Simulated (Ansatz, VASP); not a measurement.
**ZnSe: VASP beside Ansatz**

File POSCAR:

```
ZnSe
1.0
    0.0000000000      2.9173933049      2.7298907215
    2.9173933049      0.0000000000      2.7298907215
    2.9173933049      2.9173933049      0.0000000000
Zn Se
1 1
Direct
    0.0000000000      0.0000000000      0.0000000000
    0.2500000000      0.2500000000      0.2500000000
```

The input INCAR.step1:

```
SYSTEM = ZnSe
PREC = Accurate ; ENCUT = 520
EDIFF = 1E-5 ; ISMEAR = 0
SIGMA = 0.01 ; LREAL = .FALSE.
LASPH = .TRUE. ; NELM = 60
ALGO = Normal ; ISIF = 2
LWAVE = .TRUE. ; LCHARG = .FALSE.
GGA = PE ; NBANDS = 16
KPAR = 4
```

INCAR.step2

```
SYSTEM = ZnSe
PREC = Accurate ; ENCUT = 520
EDIFF = 1E-6 ; ISMEAR = 0
SIGMA = 0.01 ; LREAL = .FALSE.
LASPH = .TRUE. ; NELM = 60
ALGO = Normal ; ISIF = 2
LWAVE = .FALSE. ; LCHARG = .FALSE.
GGA = PE ; LHFCALC = .TRUE.
HFSCREEN = 0.2079 ; PRECFOCK = Normal
ISTART = 1 ; NBANDS = 16
KPAR = 4
```

Contents of KPOINTS:

```
Automatic mesh
0
G
  6 6 6
  0 0 0
```

Input for Ansatz:

```yaml
crystal:
  lattice:
    - [0.0, 2.9173933049, 2.7298907215]
    - [2.9173933049, 0.0, 2.7298907215]
    - [2.9173933049, 2.9173933049, 0.0]
  atoms:
    - { symbol: Zn, position: [0.0, 0.0, 0.0] }
    - { symbol: Se, position: [0.25, 0.25, 0.25] }
kpoints:
  mp_grid: { grid: [6, 6, 6] }
  band_path:
    path:
      - [0.0, 0.0, 0.0]
      - [-0.5, -0.5, 0.0]
      - [-0.375, -0.375, 0.25]
      - [-0.375, 0.0, 0.375]
      - [0.0, 0.0, 0.5]
      - [-0.5, -0.25, 0.25]
    npoints: 1
hamiltonian:
  xc: hse06
scf:
  occupations: { method: fixed }
  n_extra_bands: 4
output:
  forces: true
  stress: true
  eigenvalues: true
```

Change from the starting cell: epitaxial_xy strain +3.0%.

Alike in both runs: task single point; functional HSE06; k mesh 6 × 6 × 6; no spin polarisation.

|  | VASP | Ansatz |
| --- | --- | --- |
| version | VASP 6.6.1 | Ansatz 0.2.0 |
| potentials or method | VASP PAW PBE potentials, release 64 (Zn, Se) | plane waves, PAW |
| plane-wave cutoff (eV) | 520 | 420 |
| occupations | gaussian, width 0.01 eV | fixed |
| valence electrons in the cell | 18 | 28 |

```csv
,VASP,Ansatz,Ansatz less VASP
gap on the k mesh at the Fermi level (eV),2.15,2.16,+0.011
pressure (GPa),-0.3,-0.3,+0.01
"traceless stress, the component that is largest in VASP (GPa)",1.45,1.44,-0.002
```

VASP's potentials hold 18 valence electrons a cell and Ansatz's 28, so a difference there can come from the potentials and not from the codes. Ansatz's warnings: stress exchange threshold loose, stress scf threshold loose.
